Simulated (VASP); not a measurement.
# BiO5 (P-43m) in VASP: single point with PBE

Aim: the single point of BiO5 with PBE.

Program: VASP 6.6.1. These are calculated values, not measurements. Logs are shortened: lines on timing, memory, paths and dates and some standing lists are left out, and cuts for length are marked.

### 1 The cell of the first run

Symmetry: P-43m, No. 215, cubic system. The conventional cell has a = 4.367 Å, b = 4.367 Å, c = 4.367 Å, α = 90.00°, β = 90.00°, γ = 90.00°. Bi (site symmetry -43m) has 4 O at 2.14 Å within 2.8 Å. Within 2.2 Å of O (site symmetry 3m) lie 1 O at 1.64 Å and 1 Bi at 2.14 Å. O (site symmetry -43m) has 4 O at 1.64 Å within 2.2 Å.

### 2 Single point, PBE

Contents of INCAR:

```
PREC     = Accurate       # precision mode
ENCUT    = 600            # plane-wave cutoff, eV
EDIFF    = 1E-6           # SCF threshold, eV
ISMEAR   = 0              # smearing method
SIGMA    = 0.2            # smearing width, eV
LREAL    = F              # projectors in reciprocal space
LASPH    = T              # aspherical terms in the spheres
NELM     = 120            # most SCF steps
ALGO     = Normal         # electronic algorithm
ISIF     = 2              # what is computed and relaxed
LWAVE    = F              # write WAVECAR
LCHARG   = F              # write CHGCAR
GGA      = PE             # functional
NBANDS   = 32             # bands
GGA_COMPAT= F
```

Contents of KPOINTS:

```
Automatic mesh
0
Gamma
  4 4 4
```

Contents of POSCAR:

```
BiO5
1.0
    4.3667081213      0.0000000000      0.0000000000
    0.0000000000      4.3667081213      0.0000000000
    0.0000000000      0.0000000000      4.3667081213
Bi O
1 5
Direct
    0.5000000000      0.5000000000      0.5000000000
    0.7832578757      0.7832578757      0.7832578757
    0.2167421243      0.2167421243      0.7832578757
    0.2167421243      0.7832578757      0.2167421243
    0.7832578757      0.2167421243      0.2167421243
    0.0000000000      0.0000000000      0.0000000000
```

Potentials or basis: VASP PAW PBE potentials, release 64 (Bi_d, O).

Launch:

```console
> cat potpaw_PBE.64/Bi_d/POTCAR potpaw_PBE.64/O/POTCAR > POTCAR
> mpirun -np 1 vasp_std > vasp.out
```

OUTCAR:

```text
PREC = Accurate
   ENCUT = 600
   EDIFF = 1E-6
   ISMEAR = 0
   LREAL = F
   LASPH = T
   NELM = 120
   ISIF = 2
   GGA = PE

 ion  position               nearest neighbor table
   1  0.500  0.500  0.500-   2 2.14   3 2.14   4 2.14   5 2.14
   2  0.783  0.783  0.783-   6 1.64   1 2.14
   3  0.217  0.217  0.783-   6 1.64   1 2.14
   4  0.217  0.783  0.217-   6 1.64   1 2.14
   5  0.783  0.217  0.217-   6 1.64   1 2.14
   6  0.000  0.000  0.000-   2 1.64   3 1.64   4 1.64   5 1.64

  LATTYP: Found a simple cubic cell.
 ALAT       =     4.3667081213

  Lattice vectors:

 A1 = (   4.3667081213,   0.0000000000,   0.0000000000)
 A2 = (   0.0000000000,   4.3667081213,   0.0000000000)
 A3 = (   0.0000000000,   0.0000000000,   4.3667081213)

Analysis of symmetry for initial positions (statically):
=====================================================================
 Subroutine PRICEL returns:
 Original cell was already a primitive cell.

 Routine SETGRP: Setting up the symmetry group for a
 simple cubic supercell.

 Subroutine GETGRP returns: Found 24 space group operations
 (whereof 24 operations were pure point group operations)
 out of a pool of 48 trial point group operations.

The static configuration has the point symmetry T_d .

Analysis of symmetry for dynamics (positions and initial velocities):
=====================================================================
 Subroutine PRICEL returns:
 Original cell was already a primitive cell.

 Routine SETGRP: Setting up the symmetry group for a
 simple cubic supercell.

 Subroutine GETGRP returns: Found 24 space group operations
 (whereof 24 operations were pure point group operations)
 out of a pool of 48 trial point group operations.

The dynamic configuration has the point symmetry T_d .

 Subroutine INISYM returns: Found 24 space group operations
 (whereof 24 operations are pure point group operations),
 and found     1 'primitive' translations

----------------------------------------------------------------------------------------

                                     Primitive cell

  volume of cell :      83.2650

  direct lattice vectors                    reciprocal lattice vectors
     4.366708121  0.000000000  0.000000000     0.229005460  0.000000000  0.000000000
     0.000000000  4.366708121  0.000000000     0.000000000  0.229005460  0.000000000
     0.000000000  0.000000000  4.366708121     0.000000000  0.000000000  0.229005460

  length of vectors
     4.366708121  4.366708121  4.366708121     0.229005460  0.229005460  0.229005460

  position of ions in fractional coordinates (direct lattice)
     0.500000000  0.500000000  0.500000000
     0.783257876  0.783257876  0.783257876
     0.216742124  0.216742124  0.783257876
     0.216742124  0.783257876  0.216742124
     0.783257876  0.216742124  0.216742124
     0.000000000  0.000000000  0.000000000

  ion indices of the primitive-cell ions
   primitive index   ion index
                 1           1
                 2           2
                 3           3
                 4           4
                 5           5
                 6           6

----------------------------------------------------------------------------------------

 KPOINTS: Automatic mesh

Automatic generation of k-mesh.
 Grid dimensions read from file:
 generate k-points for:    4    4    4

 Generating k-lattice:

  Cartesian coordinates                     Fractional coordinates (reciprocal lattice)
     0.057251365  0.000000000  0.000000000     0.250000000  0.000000000  0.000000000
     0.000000000  0.057251365  0.000000000     0.000000000  0.250000000  0.000000000
     0.000000000  0.000000000  0.057251365     0.000000000  0.000000000  0.250000000

  Length of vectors
     0.057251365  0.057251365  0.057251365

  Shift w.r.t. Gamma in fractional coordinates (k-lattice)
     0.000000000  0.000000000  0.000000000

 Subroutine IBZKPT returns following result:
 ===========================================

 Found     10 irreducible k-points:

 Following reciprocal coordinates:
            Coordinates               Weight
  0.000000  0.000000  0.000000      1.000000
  0.250000  0.000000  0.000000      6.000000
  0.500000  0.000000  0.000000      3.000000
  0.250000  0.250000  0.000000     12.000000
  0.500000  0.250000  0.000000     12.000000
  0.500000  0.500000  0.000000      3.000000
  0.250000  0.250000  0.250000      8.000000
  0.500000  0.250000  0.250000     12.000000
  0.500000  0.500000  0.250000      6.000000
  0.500000  0.500000  0.500000      1.000000
   k-points           NKPTS =     10   k-points in BZ     NKDIM =     10   number of bands    NBANDS=     32
   number of dos      NEDOS =    301   number of ions     NIONS =      6
   total plane-waves  NPLWV =  46656
   dimension x,y,z NGX =    36 NGY =   36 NGZ =   36
   dimension x,y,z NGXF=    72 NGYF=   72 NGZF=   72
   ions per type =               1   5
   NGX,Y,Z   is equivalent  to a cutoff of  13.71, 13.71, 13.71 a.u.
   NGXF,Y,Z  is equivalent  to a cutoff of  27.41, 27.41, 27.41 a.u.
 SYSTEM =  unknown system
   PREC   = accura    normal or accurate (medium, high low for compatibility)
   ISTART =      0    job   : 0-new  1-cont  2-samecut
   ICHARG =      2    charge: 1-file 2-atom 10-const
   ISPIN  =      1    spin polarized calculation?
   LNONCOLLINEAR =      F non collinear calculations
   LSORBIT =      F    spin-orbit coupling
   LASPH  =      T    aspherical Exc in radial PAW
   ENCUT  =  600.0 eV  44.10 Ry    6.64 a.u.   8.72  8.72  8.72*2*pi/ulx,y,z
   NELM   =    120;   NELMIN=  2; NELMDL= -5     # of ELM steps
   EDIFF  = 0.1E-05   stopping-criterion for ELM
   LREAL  =      F    real-space projection
   EDIFFG = 0.1E-04   stopping-criterion for IOM
   NSW    =      0    number of steps for IOM
   IBRION =     -1    ionic relax: 0-MD 1-quasi-New 2-CG
   NFREE  =      0    steps in history (QN), initial steepest desc. (CG)
   ISIF   =      2    stress and relaxation
   ISYM   =      2    0-nonsym 1-usesym 2-fastsym
   POTIM  = 0.5000    time-step for ionic-motion
   TEBEG  =    0.0;   TEEND  =   0.0 temperature during run
   PSTRESS=    0.0 pullay stress
   NELECT =      45.0000    total number of electrons
   NUPDOWN=      -1.0000    fix difference up-down
   EMIN   =  10.00;   EMAX   =-10.00  energy-range for DOS
   EFERMI =   0.00;   METHOD = LEGACY
   ISMEAR =     0;   SIGMA  =   0.20  broadening in eV -4-tet -1-fermi 0-gaus
   EFERMI_NEDOS =   21; number of points for ismear=-14 and -15
   IALGO  =     38    algorithm
   IMIX   =      4    mixing-type and parameters
     AMIX     =   0.40;   BMIX     =  1.00
     AMIX_MAG =   1.60;   BMIX_MAG =  1.00
  volume/ion in A,a.u.               =      13.88        93.65
  Fermi-wavevector in a.u.,A,eV,Ry     =   1.333495  2.519941 24.194014  1.778210
  Thomas-Fermi vector in A             =   2.462349
   LORBIT       =      0    0 simple, 1 ext, 2 COOP (PROOUT), +10 PAW based schemes
   GGA     = PE    functional components
   LHFCALC =     F    Hartree Fock is set to
   AEXX    =    0.0000 exact exchange contribution
   IVDW    =     0    specifies the selected vdW correction
   LEPSILON=     F    determine dielectric tensor
   LRPA    =     F    only Hartree local field effects (RPA)
 non-spin polarized calculation
 Gauss-broadening in eV      SIGMA  =   0.20
  energy-cutoff  :      600.00
  volume of cell :       83.27
 maximum number of plane-waves:      2809
 NGX is ok and might be reduce to    36
   NGX = 17   NGY = 17   NGZ = 17

 number of electron      45.0000000 magnetization

 Free energy of the ion-electron system (eV)
  ---------------------------------------------------
  ext. energy  EPLUGINS =         0.00000000
  ---------------------------------------------------
  free energy    TOTEN  =       -24.78040407 eV

  energy without entropy =      -24.70821424  energy(sigma->0) =      -24.74430915

 E-fermi :   2.0095     XC(G=0):  -9.8386

 val. band max:        1.9724127326   @ k =   0.5000   0.2500   0.2500
 cond. band min:       2.0984365350   @ k =   0.2500   0.2500   0.0000
 fundamental gap:      0.1260238025
 Fermi energy:         2.0095073240

 k-point     1 :       0.0000    0.0000    0.0000
  band No.  band energies     occupation
      1     -20.5062      2.00000
      2     -20.5062      2.00000
      3     -20.5062      2.00000
      4     -20.4564      2.00000
      5     -20.3164      2.00000
      6     -20.3164      2.00000
[... 24 lines left out ...]
     31      13.7055      0.00000
     32      13.7055      0.00000

 k-point     2 :       0.2500    0.0000    0.0000
  band No.  band energies     occupation
      1     -20.6360      2.00000
      2     -20.5104      2.00000
      3     -20.5104      2.00000
      4     -20.3161      2.00000
      5     -20.3107      2.00000
      6     -20.2750      2.00000
[... 24 lines left out ...]
     31      13.7529      0.00000
     32      14.5832      0.00000

 k-point     3 :       0.5000    0.0000    0.0000
  band No.  band energies     occupation
      1     -20.6879      2.00000
      2     -20.5146      2.00000
      3     -20.5146      2.00000
      4     -20.3159      2.00000
      5     -20.3048      2.00000
      6     -20.1689      2.00000
[... 24 lines left out ...]
     31      13.7986      0.00000
     32      14.7702      0.00000

 k-point     4 :       0.2500    0.2500    0.0000
  band No.  band energies     occupation
      1     -20.6776      2.00000
      2     -20.5129      2.00000
      3     -20.5102      2.00000
      4     -20.3132      2.00000
      5     -20.3074      2.00000
      6     -20.2011      2.00000
[... 24 lines left out ...]
     31      14.1445      0.00000
     32      14.7985      0.00000

 k-point     5 :       0.5000    0.2500    0.0000
  band No.  band energies     occupation
      1     -20.7082      2.00000
      2     -20.5144      2.00000
      3     -20.5137      2.00000
      4     -20.3122      2.00000
      5     -20.3023      2.00000
      6     -20.1340      2.00000
[... 24 lines left out ...]
     31      14.3099      0.00000
     32      14.5719      0.00000

 k-point     6 :       0.5000    0.5000    0.0000
  band No.  band energies     occupation
      1     -20.7259      2.00000
      2     -20.5141      2.00000
      3     -20.5141      2.00000
      4     -20.3101      2.00000
      5     -20.2983      2.00000
      6     -20.0999      2.00000
[... 24 lines left out ...]
     31      14.3853      0.00000
     32      15.8300      0.00000

 k-point     7 :       0.2500    0.2500    0.2500
  band No.  band energies     occupation
      1     -20.6786      2.00000
      2     -20.5149      2.00000
      3     -20.5149      2.00000
      4     -20.3072      2.00000
      5     -20.3072      2.00000
      6     -20.1804      2.00000
[... 24 lines left out ...]
     31      14.4049      0.00000
     32      14.4049      0.00000

 k-point     8 :       0.5000    0.2500    0.2500
  band No.  band energies     occupation
      1     -20.6801      2.00000
      2     -20.5196      2.00000
      3     -20.5158      2.00000
      4     -20.3070      2.00000
      5     -20.3014      2.00000
      6     -20.1599      2.00000
[... 24 lines left out ...]
     31      14.0863      0.00000
     32      15.0360      0.00000

 k-point     9 :       0.5000    0.5000    0.2500
  band No.  band energies     occupation
      1     -20.6515      2.00000
      2     -20.5193      2.00000
      3     -20.5193      2.00000
      4     -20.3041      2.00000
      5     -20.2982      2.00000
      6     -20.1903      2.00000
[... 24 lines left out ...]
     31      14.5061      0.00000
     32      14.5061      0.00000

 k-point    10 :       0.5000    0.5000    0.5000
  band No.  band energies     occupation
      1     -20.5245      2.00000
      2     -20.5245      2.00000
      3     -20.5245      2.00000
      4     -20.3329      2.00000
      5     -20.2981      2.00000
      6     -20.2981      2.00000
[... 24 lines left out ...]
     31      13.9238      0.00000
     32      13.9238      0.00000

------------------------ aborting loop because EDIFF is reached ----------------------------------------

  FORCE on cell =-STRESS in cart. coord.  units (eV):
  Direction    XX          YY          ZZ          XY          YZ          ZX
  --------------------------------------------------------------------------------------
  -------------------------------------------------------------------------------------
  Total       -0.0452802     -0.0452802     -0.0452802     -0.0000000     -0.0000000      0.0000000
  in kB       -0.8712773     -0.8712773     -0.8712773     -0.0000000     -0.0000000      0.0000000
  external PRESSURE =      -0.8712773 kB  Pullay stress =       0.0000000 kB

 VOLUME and BASIS-vectors are now :
 -----------------------------------------------------------------------------
  energy-cutoff  :      600.00
  volume of cell :       83.27
      direct lattice vectors                 reciprocal lattice vectors
     4.366708121  0.000000000  0.000000000     0.229005460  0.000000000  0.000000000
     0.000000000  4.366708121  0.000000000     0.000000000  0.229005460  0.000000000
     0.000000000  0.000000000  4.366708121     0.000000000  0.000000000  0.229005460

 POSITION                                       TOTAL-FORCE (eV/Angst)
 -----------------------------------------------------------------------------------
      2.18335      2.18335      2.18335        -0.000000      0.000000      0.000000
      3.42026      3.42026      3.42026         0.002367      0.002367      0.002367
      0.94645      0.94645      3.42026        -0.002367     -0.002367      0.002367
      0.94645      3.42026      0.94645        -0.002367      0.002367     -0.002367
      3.42026      0.94645      0.94645         0.002367     -0.002367     -0.002367
      0.00000      0.00000      0.00000        -0.000000      0.000000      0.000000
 -----------------------------------------------------------------------------------
    total drift:                               -0.000000     -0.000000      0.000000

  FREE ENERGIE OF THE ION-ELECTRON SYSTEM (eV)
  ---------------------------------------------------
  free  energy   TOTEN  =       -24.7804040693 eV

  energy  without entropy=      -24.7082142376  energy(sigma->0) =      -24.74430915
```

Run time: 14 s. Hardware: 1 thread of Intel Xeon 6975P-C (Granite Rapids), shared host; peak memory 0.2 GiB.

What came out:

```
Free energy   : -24.7804 eV
Pressure      : -0.1 GPa
Largest force : 0.004 eV/Å
```

Forces on the atoms (eV/Å):
```
Bi   0.000  0.000  0.000
O    0.002  0.002  0.002
O   -0.002 -0.002  0.002
O   -0.002  0.002 -0.002
O    0.002 -0.002 -0.002
O    0.000  0.000  0.000
```

Caveat: spin-orbit coupling is left out, which moves the levels of the heavy elements; an odd number of electrons without spin polarisation forces a metal; a magnetic or distorted state may lie lower.
